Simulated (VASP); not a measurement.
A run of VASP 6.6.1:

The input INCAR:

```
ALGO = Normal
EDIFF = 1E-6
EDIFFG = -0.002
ENCUT = 600
GGA = PE
IBRION = 2
ISIF = 3
ISMEAR = 0
LASPH = T
LCHARG = F
LREAL = Auto
LWAVE = F
NELM = 80
NSW = 80
PREC = Accurate
SIGMA = 0.01
```

File KPOINTS:

```
Automatic mesh
0
Gamma
  3 3 3
  0.5 0.5 0.5
```

File POSCAR:

```
Si31Ge
1.0
   -5.4300000000      5.4300000000      5.4300000000
    5.4300000000     -5.4300000000      5.4300000000
    5.4300000000      5.4300000000     -5.4300000000
Ge Si
1 31
Direct
    0.0000000000      0.0000000000      0.0000000000
    0.0000000000      0.0000000000      0.7500000000
    0.0000000000      0.2500000000      0.5000000000
    0.0000000000      0.2500000000      0.7500000000
    0.0000000000      0.5000000000      0.2500000000
    0.0000000000      0.5000000000      0.5000000000
    0.0000000000      0.7500000000      0.0000000000
    0.0000000000      0.7500000000      0.2500000000
    0.2500000000      0.0000000000      0.5000000000
    0.2500000000      0.0000000000      0.7500000000
    0.2500000000      0.2500000000      0.2500000000
    0.2500000000      0.2500000000      0.5000000000
    0.2500000000      0.5000000000      0.0000000000
    0.2500000000      0.5000000000      0.2500000000
    0.2500000000      0.7500000000      0.0000000000
    0.2500000000      0.7500000000      0.7500000000
    0.5000000000      0.0000000000      0.2500000000
    0.5000000000      0.0000000000      0.5000000000
    0.5000000000      0.2500000000      0.0000000000
    0.5000000000      0.2500000000      0.2500000000
    0.5000000000      0.5000000000      0.0000000000
    0.5000000000      0.5000000000      0.7500000000
    0.5000000000      0.7500000000      0.5000000000
    0.5000000000      0.7500000000      0.7500000000
    0.7500000000      0.0000000000      0.0000000000
    0.7500000000      0.0000000000      0.2500000000
    0.7500000000      0.2500000000      0.0000000000
    0.7500000000      0.2500000000      0.7500000000
    0.7500000000      0.5000000000      0.5000000000
    0.7500000000      0.5000000000      0.7500000000
    0.7500000000      0.7500000000      0.2500000000
    0.7500000000      0.7500000000      0.5000000000
```

Potentials or basis: VASP PAW PBE potentials, release 64 (Ge_d, Si).

The run is started by

```console
$ cat potpaw_PBE.64/Ge_d/POTCAR potpaw_PBE.64/Si/POTCAR > POTCAR
$ mpirun -np 1 vasp_std > vasp.out
```

Hardware: 1 thread of Intel(R) Xeon(R) 6975P-C (Granite Rapids) (shared host).

Estimate the wall time of this run.

It took 29 min on 1 thread of Intel(R) Xeon(R) 6975P-C (Granite Rapids), on a shared host, peak memory 1.1 GiB. Counts: scf iterations 89, k points 4, ion steps 16.
